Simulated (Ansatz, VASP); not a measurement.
**One calculation of HRh6, two programs**

File INCAR:

```
SYSTEM = HRh6
PREC = Accurate
ENCUT = 520
EDIFF = 1E-6
ISMEAR = 0
SIGMA = 0.1
LREAL = .False.
LASPH = .True.
NELM = 80
ALGO = Fast
ISIF = 2
LWAVE = .False.
LCHARG = .False.
LDIPOL = .True.
IDIPOL = 3
DIPOL = 0.5 0.5 0.299
GGA = PE
NBANDS = 104
```

Contents of KPOINTS:

```
regular mesh
0
Gamma
  6 6 1
  0 0 0
```

POSCAR

```
HRh6
1.0
    5.4165863251      0.0000000000      0.0000000000
   -2.7082931626      4.6909013593      0.0000000000
    0.0000000000      0.0000000000     22.2966119230
Rh H
12 2
Direct
    0.3333333333      0.1666666667      0.1793994538
    0.3333333333      0.6666666667      0.1793994538
    0.8333333333      0.1666666667      0.1793994538
    0.8333333333      0.6666666667      0.1793994538
    0.1666666667      0.3333333333      0.2757769167
    0.1666666667      0.8333333333      0.2757769167
    0.6666666667      0.3333333333      0.2757769167
    0.6666666667      0.8333333333      0.2757769167
    0.0000000000      0.0000000000      0.3721019118
    0.0000000000      0.5000000000      0.3721019118
    0.5000000000      0.0000000000      0.3721019118
    0.5000000000      0.5000000000      0.3721019118
    0.2010222061      0.4020444122      0.4353402192
    0.2989777939      0.5979555878      0.4353402192
```

Input for Ansatz:

```yaml
crystal:
  lattice:
    - [5.4165863251, 0.0, 0.0]
    - [-2.7082931626, 4.6909013593, 0.0]
    - [0.0, 0.0, 22.296611923]
  atoms:
    - { symbol: Rh, position: [0.3333333333, 0.1666666667, 0.1793994538] }
    - { symbol: Rh, position: [0.3333333333, 0.6666666667, 0.1793994538] }
    - { symbol: Rh, position: [0.8333333333, 0.1666666667, 0.1793994538] }
    - { symbol: Rh, position: [0.8333333333, 0.6666666667, 0.1793994538] }
    - { symbol: Rh, position: [0.1666666667, 0.3333333333, 0.2757769167] }
    - { symbol: Rh, position: [0.1666666667, 0.8333333333, 0.2757769167] }
    - { symbol: Rh, position: [0.6666666667, 0.3333333333, 0.2757769167] }
    - { symbol: Rh, position: [0.6666666667, 0.8333333333, 0.2757769167] }
    - { symbol: Rh, position: [0.0, 0.0, 0.3721019118] }
    - { symbol: Rh, position: [0.0, 0.5, 0.3721019118] }
    - { symbol: Rh, position: [0.5, 0.0, 0.3721019118] }
    - { symbol: Rh, position: [0.5, 0.5, 0.3721019118] }
    - { symbol: H, position: [0.2010222061, 0.4020444122, 0.4353402192] }
    - { symbol: H, position: [0.2989777939, 0.5979555878, 0.4353402192] }
basis:
  ecutwfc: 420
kpoints:
  mp_grid: { grid: [6, 6, 1] }
hamiltonian:
  xc: pbe
  pseudopotentials: { kind: paw, azcp: { folder: soft_1 } }
scf:
  occupations: { method: gaussian, width: 0.1 }
output:
  forces: true
  eigenvalues: true
efield:
  axis: 3
  dipole_correction: true
  ramp_width: 0.04
```

Alike in both runs: task single point; functional PBE; k mesh 6 × 6 × 1; occupations gaussian, width 0.1 eV; no spin polarisation.

```csv
,VASP,Ansatz
version,VASP 6.6.1,Ansatz 0.2.0
potentials or method,"VASP PAW PBE potentials, release 64 (Rh_pv, H), cutoff 520 eV","scalar-relativistic, plane waves, PAW"
valence electrons in the cell,182,206
```

|  | VASP | Ansatz | Ansatz less VASP |
| --- | --- | --- | --- |
| gap on the k mesh at the Fermi level (eV) | none | none | - |
| rms of the force components (eV/Å) | 0.178 | 0.178 | +0.0006 |

Atom by atom the forces differ by 0.002 eV/Å (rms over components). A gap of «none» marks a metal or a gap that the smearing closes. VASP's potentials hold 182 valence electrons a cell and Ansatz's 206, so a difference there can come from the potentials and not from the codes.
